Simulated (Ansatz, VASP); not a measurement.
## Two plane-wave programs on Sc

```
CELL_PARAMETERS angstrom
-1.93643 1.93643 1.93643
1.93643 -1.93643 1.93643
1.93643 1.93643 -1.93643
ATOMIC_POSITIONS crystal
Sc 0.00000 0.00000 0.00000
```

Alike in both runs: task single point; functional RPBE; k mesh 13 × 13 × 13; occupations fermi-dirac, width 0.1 eV; no spin polarisation.

|  | VASP | Ansatz |
| --- | --- | --- |
| version | VASP 6.6.1 | Ansatz 0.2.0 |
| potentials or method | VASP PAW PBE potentials, release 64 (Sc_sv), cutoff 520 eV | plane waves (420 eV) with PAW, scalar-relativistic |
| valence electrons in the cell | 11 | 11 |

|  | VASP | Ansatz | Ansatz less VASP |
| --- | --- | --- | --- |
| pressure (GPa) | -4.6 | -4.6 | -0.01 |

VASP's potentials were made for PBE, not for RPBE.
